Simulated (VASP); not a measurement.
Write the native input for VASP 6.6.1 that does the following.

| Quantity | Value |
| --- | --- |
| Task | single point |
| Functional | revPBE |
| Potentials or basis | VASP PAW PBE potentials, release 64 (Sb) |
| Cutoff | 520 eV |
| k mesh | 13 × 13 × 13 |
| Occupations | fermi-dirac, width 0.1 eV |
| Spin | no spin polarisation |
| Dipole correction | no |
| Further INCAR settings | ALGO = Normal; EDIFF = 1e-07; NBANDS = 8 |

The structure of Sb lies in POSCAR:

```
Sb
1.0
    0.0000000000      2.4071007743      2.4071007743
    2.4071007743      0.0000000000      2.4071007743
    2.4071007743      2.4071007743      0.0000000000
Sb
1
Direct
    0.0000000000      0.0000000000      0.0000000000
```

One way to write it, as run:

INCAR

```
SYSTEM = Sb
  ALGO = Normal
  EDIFF = 1E-7
  ENCUT = 520
  GGA = RE
  ISIF = 2
  ISMEAR = -1
  LASPH = .TRUE.
  LCHARG = .FALSE.
  LREAL = .FALSE.
  LWAVE = .FALSE.
  NBANDS = 8
  NELM = 60
  PREC = Accurate
  SIGMA = 0.1
```

KPOINTS

```
k-points
0
G
  13 13 13
  0 0 0
```

Potentials or basis: VASP PAW PBE potentials, release 64 (Sb).

The run is started by

```console
$ cat potpaw_PBE.64/Sb/POTCAR > POTCAR
$ mpirun -np 1 vasp_std > vasp.out
```

It gave:

```yaml
Pressure: 0.0 GPa
```

Caveat: the PAW data sets were made with another functional, which shifts forces and pressure a little.

Wall time 9.7 s on 1 thread of Intel(R) Xeon(R) 6975P-C (Granite Rapids), on a shared host, peak memory 0.16 GiB.
